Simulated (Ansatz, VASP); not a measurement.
One calculation of VRu, two programs

```
CELL_PARAMETERS angstrom
2.99000 0.00000 0.00000
0.00000 2.99000 0.00000
0.00000 0.00000 2.99000
ATOMIC_POSITIONS crystal
V 0.50000 0.50000 0.50000
Ru 0.00000 0.00000 0.00000
```

Alike in both runs: task single point; functional LDA; k mesh 5 × 5 × 5; collinear spin.

|  | VASP | Ansatz |
| --- | --- | --- |
| version | VASP 6.6.1 | Ansatz 0.2.0 |
| potentials or method | VASP PAW LDA potentials, release 64 (V_sv, Ru_pv), cutoff 500 eV | plane waves, PAW |
| occupations | methfessel-paxton of order 1, width 0.1 eV | cold, width 0.1 eV |
| valence electrons in the cell | 27 | 29 |

|  | VASP | Ansatz | Ansatz less VASP |
| --- | --- | --- | --- |
| gap on the k mesh at the Fermi level (eV) | none | none | - |
| pressure (GPa) | -10.3 | -11.0 | -0.67 |
| net moment per atom (μB) | 0.00 | 0.00 | 0.000 |

LDA's correlation is that of Perdew and Zunger in VASP and of Perdew and Wang (1992) in Ansatz. A gap of «none» marks a metal or a gap that the smearing closes. VASP's potentials hold 27 valence electrons a cell and Ansatz's 29, so a difference there can come from the potentials and not from the codes. Ansatz's warnings: seeded moment not kept, stability check not made.

The k mesh is coarse, so the values compare programs but aren't converged.
